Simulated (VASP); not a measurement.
SnTe:

```
Sn Te
1.0
     2.52414   -3.03520    0.00000
     2.52414    3.03520    0.00000
     0.00000    0.00000    4.07183
Sn Te
1 1
Direct
  0.50000 0.50000 0.00000
  0.00000 0.00000 0.00000
```

The cell was generated, and may not be a known phase.

- Program: VASP 6.6.1
- Task: relaxation of cell and atoms
- Functional: PBE
- Potentials or basis: VASP PAW PBE potentials, release 64 (Sn_d, Te)
- Cutoff: 600 eV
- k mesh: 4 × 4 × 4
- Occupations: gaussian, width 0.1 eV
- Spin: no spin polarisation

At the start: pressure 20.8 GPa; volume 31.20 Å³/atom.

Q: How do energy, volume and symmetry change on relaxing?

A: Over 30 steps the energy falls by 1047.0 meV/atom and the volume is 31.56 Å³/atom (+1.2 %); space group Cmmm (No. 65, to 0.1 Å) before, P4/mmm (No. 123, to 0.1 Å).

Step by step:
```csv
step,energy change (eV),largest force (eV/Å),pressure (GPa),volume (Å³)
1,0.0000,0.0000,20.77,62.39
2,-0.7376,0.0000,-5.27,101.24
3,-1.4556,0.0000,-1.75,78.37
4,-1.4572,0.0000,-1.54,78.01
5,-1.4580,0.0000,-1.28,77.56
6,-1.4926,0.0000,-0.63,74.68
7,-1.5044,0.0000,0.06,72.37
8,-1.5216,0.0000,0.06,71.55
9,-1.5802,0.0000,0.34,69.07
10,-1.7431,0.0000,1.89,64.12
11,-1.5669,0.0000,11.64,54.19
12,-1.8243,0.0000,2.80,61.70
13,-1.8379,0.0000,6.29,57.95
14,-1.8566,0.0000,4.17,59.92
15,-1.8728,0.0000,4.47,59.52
16,-1.8879,0.0000,5.07,58.81
17,-1.8887,0.0000,5.34,58.57
18,-1.9085,0.0000,4.95,58.82
19,-1.9608,0.0000,3.89,59.57
20,-2.0382,0.0000,2.02,61.08
21,-2.0898,0.0000,-0.71,64.13
22,-2.0900,0.0000,-0.61,64.00
23,-2.0900,0.0000,-0.54,63.89
24,-2.0910,0.0000,-0.46,63.74
25,-2.0932,0.0000,-0.16,63.31
26,-2.0932,0.0000,0.47,62.44
27,-2.0938,0.0000,0.15,62.85
28,-2.0938,0.0000,0.13,62.87
29,-2.0939,0.0000,0.10,62.93
30,-2.0941,0.0000,-0.04,63.11
```

Final structure:
```xyz
2
Lattice="3.1590 -3.1413 0.0000 3.1590 3.1413 0.0000 0.0000 0.0000 3.1798" Properties=species:S:1:pos:R:3 pbc="T T T"
Sn    3.1590    0.0000    0.0000
Te    0.0000    0.0000    0.0000
```

Caveat: the k points lie up to 0.49 Å⁻¹ apart in the final cell, too coarse for converged energies and pressures of a metal; a cell axis changed by over 15 % at a fixed basis, so the end point is rough.
